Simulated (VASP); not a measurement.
# CsIn2 (Fm-3m) in VASP: a series of runs

Runs on CsIn2. Level: PBE. Tasks: single point, relaxation of cell and atoms.

Everything below comes from runs of VASP 6.6.1. Logs are shortened: lines on timing, memory, paths and dates and some standing lists are left out, and cuts for length are marked.

**1. The cell of the first run**

It takes space group Fm-3m (No. 225, cubic). The conventional cell has a = 8.361 Å, b = 8.361 Å, c = 8.361 Å, α = 90.00°, β = 90.00°, γ = 90.00°. Within 4.8 Å of Cs (site symmetry m-3m) lie 8 In at 3.62 Å. Within 4.8 Å of In (site symmetry -43m) lie 4 Cs at 3.62 Å and 6 In at 4.18 Å.

**2. Single point, PBE**

The input, INCAR:

```
SYSTEM = CsIn2
  PREC = Accurate
  ENCUT = 520
  EDIFF = 1E-6
  ISMEAR = 0
  SIGMA = 0.1
  LREAL = .False.
  LASPH = .True.
  NELM = 100
  ALGO = Normal
  ISIF = 2
  LWAVE = .False.
  LCHARG = .True.
  GGA = PE
  LELF = .True.
  LVHAR = .True.
  NBANDS = 24
```

The input, KPOINTS:

```
regular mesh
0
Gamma
  4 4 4
  0 0 0
```

The input, POSCAR:

```
CsIn2
1.0
    0.0000000000      4.1806653489      4.1806653489
    4.1806653489      0.0000000000      4.1806653489
    4.1806653489      4.1806653489      0.0000000000
Cs In
1 2
Direct
    0.0000000000      0.0000000000      0.0000000000
    0.2500000000      0.2500000000      0.2500000000
    0.7500000000      0.7500000000      0.7500000000
```

Potentials or basis: VASP PAW PBE potentials, release 64 (Cs_sv, In_d).

On the command line:

```
$ cat potpaw_PBE.64/Cs_sv/POTCAR potpaw_PBE.64/In_d/POTCAR > POTCAR
$ mpirun -np 1 vasp_std > vasp.out
```

OUTCAR:

```text
SYSTEM = CsIn2
   PREC = Accurate
   ENCUT = 520
   EDIFF = 1E-6
   ISMEAR = 0
   LREAL = .False.
   LASPH = .True.
   NELM = 100
   ISIF = 2
   GGA = PE

 ion  position               nearest neighbor table
   1  0.000  0.000  0.000-
   2  0.250  0.250  0.250-
   3  0.750  0.750  0.750-

  LATTYP: Found a face centered cubic cell.
 ALAT       =     8.3613306978

  Lattice vectors:

 A1 = (   0.0000000000,   4.1806653489,   4.1806653489)
 A2 = (   4.1806653489,   0.0000000000,   4.1806653489)
 A3 = (   4.1806653489,   4.1806653489,   0.0000000000)

Analysis of symmetry for initial positions (statically):
=====================================================================
 Subroutine PRICEL returns:
 Original cell was already a primitive cell.

 Routine SETGRP: Setting up the symmetry group for a
 face centered cubic supercell.

 Subroutine GETGRP returns: Found 48 space group operations
 (whereof 48 operations were pure point group operations)
 out of a pool of 48 trial point group operations.

The static configuration has the point symmetry O_h .

Analysis of symmetry for dynamics (positions and initial velocities):
=====================================================================
 Subroutine PRICEL returns:
 Original cell was already a primitive cell.

 Routine SETGRP: Setting up the symmetry group for a
 face centered cubic supercell.

 Subroutine GETGRP returns: Found 48 space group operations
 (whereof 48 operations were pure point group operations)
 out of a pool of 48 trial point group operations.

The dynamic configuration has the point symmetry O_h .

 Subroutine INISYM returns: Found 48 space group operations
 (whereof 48 operations are pure point group operations),
 and found     1 'primitive' translations

----------------------------------------------------------------------------------------

                                     Primitive cell

  volume of cell :     146.1390

  direct lattice vectors                    reciprocal lattice vectors
     0.000000000  4.180665349  4.180665349    -0.119598188  0.119598188  0.119598188
     4.180665349  0.000000000  4.180665349     0.119598188 -0.119598188  0.119598188
     4.180665349  4.180665349  0.000000000     0.119598188  0.119598188 -0.119598188

  length of vectors
[... 63 lines left out ...]
   LSORBIT =      F    spin-orbit coupling
   LASPH  =      T    aspherical Exc in radial PAW
   ENCUT  =  520.0 eV  38.22 Ry    6.18 a.u.  10.99 10.99 10.99*2*pi/ulx,y,z
   NELM   =    100;   NELMIN=  2; NELMDL= -5     # of ELM steps
   EDIFF  = 0.1E-05   stopping-criterion for ELM
   LREAL  =      F    real-space projection
   EDIFFG = 0.1E-04   stopping-criterion for IOM
   NSW    =      0    number of steps for IOM
   IBRION =     -1    ionic relax: 0-MD 1-quasi-New 2-CG
   NFREE  =      0    steps in history (QN), initial steepest desc. (CG)
   ISIF   =      2    stress and relaxation
   ISYM   =      2    0-nonsym 1-usesym 2-fastsym
   POTIM  = 0.5000    time-step for ionic-motion
   TEBEG  =    0.0;   TEEND  =   0.0 temperature during run
   PSTRESS=    0.0 pullay stress
   NELECT =      35.0000    total number of electrons
   NUPDOWN=      -1.0000    fix difference up-down
   EMIN   =  10.00;   EMAX   =-10.00  energy-range for DOS
   EFERMI =   0.00;   METHOD = LEGACY
   ISMEAR =     0;   SIGMA  =   0.10  broadening in eV -4-tet -1-fermi 0-gaus
   EFERMI_NEDOS =   21; number of points for ismear=-14 and -15
   IALGO  =     38    algorithm
   IMIX   =      4    mixing-type and parameters
     AMIX     =   0.40;   BMIX     =  1.00
     AMIX_MAG =   1.60;   BMIX_MAG =  1.00
  volume/ion in A,a.u.               =      48.71       328.73
  Fermi-wavevector in a.u.,A,eV,Ry     =   1.016659  1.921208 14.062929  1.033596
  Thomas-Fermi vector in A             =   2.150016
   LORBIT       =      0    0 simple, 1 ext, 2 COOP (PROOUT), +10 PAW based schemes
   GGA     = PE    functional components
   LHFCALC =     F    Hartree Fock is set to
   AEXX    =    0.0000 exact exchange contribution
   IVDW    =     0    specifies the selected vdW correction
   LEPSILON=     F    determine dielectric tensor
   LRPA    =     F    only Hartree local field effects (RPA)
 non-spin polarized calculation
 Gauss-broadening in eV      SIGMA  =   0.10
  energy-cutoff  :      520.00
  volume of cell :      146.14
 maximum number of plane-waves:      3972
 NGX is ok and might be reduce to    48
   NGX = 21   NGY = 21   NGZ = 21

 number of electron      35.0000002 magnetization

 Free energy of the ion-electron system (eV)
  ---------------------------------------------------
  ext. energy  EPLUGINS =         0.00000000
  ---------------------------------------------------
  free energy    TOTEN  =        -4.30931392 eV

  energy without entropy =       -4.28048696  energy(sigma->0) =       -4.29490044

 E-fermi :   2.5643     XC(G=0):  -7.6578

 val. band max:        2.5564016206   @ k =   0.5000   0.2500   0.0000
 cond. band min:       2.6554489853   @ k =   0.2500   0.2500   0.0000
 fundamental gap:      0.0990473647
 Fermi energy:         2.5643090941

 k-point     1 :       0.0000    0.0000    0.0000
  band No.  band energies     occupation
      1     -19.8432      2.00000
      2     -12.3557      2.00000
      3     -12.3557      2.00000
      4     -12.3552      2.00000
      5     -12.3552      2.00000
      6     -12.3552      2.00000
[... 205 lines left out ...]
     23       6.5515      0.00000
     24       6.8733      0.00000

------------------------ aborting loop because EDIFF is reached ----------------------------------------

  FORCE on cell =-STRESS in cart. coord.  units (eV):
  Direction    XX          YY          ZZ          XY          YZ          ZX
  --------------------------------------------------------------------------------------
  -------------------------------------------------------------------------------------
  Total        0.2847563      0.2847563      0.2847563      0.0000000     -0.0000000      0.0000000
  in kB        3.1218905      3.1218905      3.1218905      0.0000000     -0.0000000      0.0000000
  external PRESSURE =       3.1218905 kB  Pullay stress =       0.0000000 kB

 VOLUME and BASIS-vectors are now :
 -----------------------------------------------------------------------------
  energy-cutoff  :      520.00
  volume of cell :      146.14
      direct lattice vectors                 reciprocal lattice vectors
     0.000000000  4.180665349  4.180665349    -0.119598188  0.119598188  0.119598188
     4.180665349  0.000000000  4.180665349     0.119598188 -0.119598188  0.119598188
     4.180665349  4.180665349  0.000000000     0.119598188  0.119598188 -0.119598188

 POSITION                                       TOTAL-FORCE (eV/Angst)
 -----------------------------------------------------------------------------------
      0.00000      0.00000      0.00000        -0.000000     -0.000000     -0.000000
      2.09033      2.09033      2.09033         0.000000     -0.000000     -0.000000
      6.27100      6.27100      6.27100        -0.000000      0.000000      0.000000
 -----------------------------------------------------------------------------------
    total drift:                               -0.000000     -0.000000      0.000000

  FREE ENERGIE OF THE ION-ELECTRON SYSTEM (eV)
  ---------------------------------------------------
  free  energy   TOTEN  =        -4.3093139210 eV

  energy  without entropy=       -4.2804869565  energy(sigma->0) =       -4.29490044
```

OSZICAR:

```text
N       E                     dE             d eps       ncg     rms          rms(c)
DAV:   1     0.300684577407E+03    0.30068E+03   -0.15962E+04   384   0.148E+03
DAV:   2     0.307449803972E+02   -0.26994E+03   -0.26269E+03   400   0.364E+02
DAV:   3    -0.304562500363E+01   -0.33791E+02   -0.33339E+02   528   0.135E+02
DAV:   4    -0.427232578145E+01   -0.12267E+01   -0.12255E+01   400   0.289E+01
DAV:   5    -0.432047422876E+01   -0.48148E-01   -0.48147E-01   576   0.530E+00    0.142E+00
DAV:   6    -0.430803851146E+01    0.12436E-01   -0.56335E-02   480   0.234E+00    0.528E-01
DAV:   7    -0.430798281310E+01    0.55698E-04   -0.14475E-02   520   0.116E+00    0.232E-01
DAV:   8    -0.430919457076E+01   -0.12118E-02   -0.21324E-03   432   0.272E-01    0.346E-02
DAV:   9    -0.430930137553E+01   -0.10680E-03   -0.93593E-05   544   0.616E-02    0.185E-02
DAV:  10    -0.430931357027E+01   -0.12195E-04   -0.58460E-05   416   0.443E-02    0.664E-03
DAV:  11    -0.430931466451E+01   -0.10942E-05   -0.11356E-05   512   0.272E-02    0.416E-03
DAV:  12    -0.430931338813E+01    0.12764E-05   -0.13066E-06   280   0.105E-02    0.118E-03
DAV:  13    -0.430931392096E+01   -0.53283E-06   -0.65337E-07   240   0.455E-03
   1 F= -.43093139E+01 E0= -.42949004E+01  d E =-.288270E-01
```

Wall time 81 s (1 thread of Intel Xeon 8259CL, shared host); peak memory 0.31 GiB.

What came out:

```
Free energy            : -4.3093 eV
Pressure               : 0.3 GPa
Band gap on the k mesh : zero (an odd number of electrons rules out a gap without spin polarisation)
```

Caveat: spin-orbit coupling is left out, which moves the levels of the heavy elements.

**3. Relaxation of cell and atoms, PBE**

This run uses another cell than the first one, of 30.64 Å³/atom.

The input, INCAR:

```
SYSTEM = CsIn2
PREC = Accurate ; ENCUT = 600
EDIFF = 1E-6 ; ISMEAR = 0
SIGMA = 0.1 ; LREAL = .FALSE.
LASPH = .TRUE. ; NELM = 100
ALGO = Fast ; ISIF = 3
LWAVE = .FALSE. ; LCHARG = .FALSE.
GGA = PE ; IBRION = 2
NSW = 90 ; EDIFFG = -0.04
```

The input, KPOINTS:

```
regular mesh
0
G
  4 4 4
  0 0 0
```

The input, POSCAR:

```
CsIn2
1.0
    0.0000000000      3.5819865845      3.5819865845
    3.5819865845      0.0000000000      3.5819865845
    3.5819865845      3.5819865845      0.0000000000
Cs In
1 2
Direct
    0.0000000000      0.0000000000      0.0000000000
    0.2500000000      0.2500000000      0.2500000000
    0.7500000000      0.7500000000      0.7500000000
```

Potentials or basis: VASP PAW PBE potentials, release 64 (Cs_sv, In_d).

On the command line:

```
$ cat potpaw_PBE.64/Cs_sv/POTCAR potpaw_PBE.64/In_d/POTCAR > POTCAR
$ mpirun -np 1 vasp_std > vasp.out
```

Wall time 4.2 min (1 thread of Intel Xeon 8259CL, shared host); peak memory 0.25 GiB.

It converged, with:

```yaml
Free_energy: -4.3060 eV
Relaxed_volume: 51.11 Å³/atom
Relaxed_cell: a = 6.008 Å, b = 6.008 Å, c = 6.008 Å, α = 60.00°, β = 60.00°, γ = 60.00°
Space_group_after_relaxing_to_0.1_Å: Fm-3m (No. 225)
Energy_gained_by_relaxing: 492.9 meV/atom
Ionic_steps: 5
Pressure_after_relaxing: -0.1 GPa
Band_gap_on_the_k_mesh: zero (an odd number of electrons rules out a gap without spin polarisation)
```

The path:
```
step  energy change (eV)  largest force (eV/Å)  pressure (GPa)  volume (Å³)
   1              0.0000                0.0000           13.30        91.92
   2             -1.3755                0.0000            1.73       130.08
   3             -1.4519                0.0000            0.81       139.96
   4             -1.4666                0.0000           -0.39       161.19
   5             -1.4788                0.0000           -0.06       153.33
```

Final structure:
```
Cs In
1.0
     0.00000    4.24811    4.24811
     4.24811    0.00000    4.24811
     4.24811    4.24811    0.00000
Cs In
1 2
Direct
  0.00000 0.00000 0.00000
  0.25000 0.25000 0.25000
  0.75000 0.75000 0.75000
```

Levels at points of the mesh, in eV from the Fermi level:
```csv
k point,band 14,band 15,band 16,band 17,band 18,band 19,band 20,band 21
"(0.00, 0.00, 0.00)",-9.33,-5.96,-3.57,-0.37,-0.37,-0.37,2.74,2.75
"(0.50, 0.00, 0.00)",-9.36,-5.05,-4.44,0.18,0.18,0.86,0.94,1.45
"(0.50, 0.50, 0.00)",-9.40,-4.58,-4.55,-1.45,0.15,0.15,2.37,2.37
```

Caveat: the k points lie up to 0.32 Å⁻¹ apart in the final cell, too coarse for converged energies and pressures of a metal; the volume moved by over 15 % at a fixed basis, so the end points are rough; spin-orbit coupling is left out, which moves the levels of the heavy elements.

The gap in the log of VASP goes by the Fermi energy; the results here count the filled bands.